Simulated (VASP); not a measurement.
Crystal: La.

```
La
1.0
     3.77000    0.00000    0.00000
    -1.88500    3.26492    0.00000
     0.00000    0.00000   12.15900
La
4
Cartesian
  0.0000 0.0000 0.0000
  0.0000 0.0000 6.0795
  0.0000 2.1766 9.1193
  1.8850 1.0883 3.0398
```

```yaml
Program: VASP 6.6.1
Task: relaxation of cell and atoms
Functional: PBEsol
Potentials_or_basis: VASP PAW PBE potentials, release 64 (La)
Cutoff: 600 eV
k_mesh: 8 × 8 × 2
Occupations: gaussian, width 0.05 eV
Spin: no spin polarisation
```

At the start: pressure -2.3 GPa; volume 37.42 Å³/atom.

Question: Where does the relaxation end?

Answer: Over 6 steps the energy falls by 26.2 meV/atom and the volume is 34.00 Å³/atom (-9.1 %); space group P6_3/mmc (No. 194, to 0.05 Å).

Step by step:
```csv
step,energy change (eV),largest force (eV/Å),pressure (GPa),volume (Å³)
1,0.0000,0.0000,-2.34,149.66
2,-0.1013,0.0000,-0.36,138.12
3,-0.1035,0.0000,-0.06,136.48
4,-0.1035,0.0000,0.00,136.18
5,-0.1044,0.0000,0.01,136.07
6,-0.1047,0.0000,0.03,136.00
```

Final structure:
```
CELL_PARAMETERS angstrom
3.65797 0.00000 0.00000
-1.82898 3.16789 0.00000
0.00000 0.00000 11.73636
ATOMIC_POSITIONS crystal
La 0.00000 0.00000 0.00000
La 0.00000 0.00000 0.50000
La 0.33333 0.66667 0.75000
La 0.66667 0.33333 0.25000
```

Caveat: the PAW data sets were made with another functional, which shifts forces and pressure a little.
